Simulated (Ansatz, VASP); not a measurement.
CuAs in VASP and in Ansatz

```
Cu As
1.0
     3.69150    0.00000    0.00000
    -1.84575    3.19693    0.00000
     0.00000    0.00000    4.46940
Cu As
2 2
Direct
  0.00000 0.00000 0.50000
  0.00000 0.00000 0.00000
  0.66667 0.33333 0.75000
  0.33333 0.66667 0.25000
```

Alike in both runs: task single point; functional LDA; k mesh 12 × 12 × 8; occupations gaussian, width 0.15 eV; no spin polarisation.

|  | VASP | Ansatz |
| --- | --- | --- |
| version | VASP 6.6.1 | Ansatz 0.2.0 |
| potentials or method | VASP PAW LDA potentials, release 64 (Cu, As), cutoff 520 eV | scalar-relativistic, plane waves, PAW |
| valence electrons in the cell | 32 | 68 |

```tsv
	VASP	Ansatz	Ansatz less VASP
gap on the k mesh at the Fermi level (eV)	none	none	-
pressure (GPa)	24.3	23.5	-0.78
traceless stress, the component that is largest in VASP (GPa)	8.75	8.78	+0.027
```

LDA's correlation is that of Perdew and Zunger in VASP and of Perdew and Wang (1992) in Ansatz. A gap of «none» marks a metal or a gap that the smearing closes. VASP's potentials hold 32 valence electrons a cell and Ansatz's 68, so a difference there can come from the potentials and not from the codes.
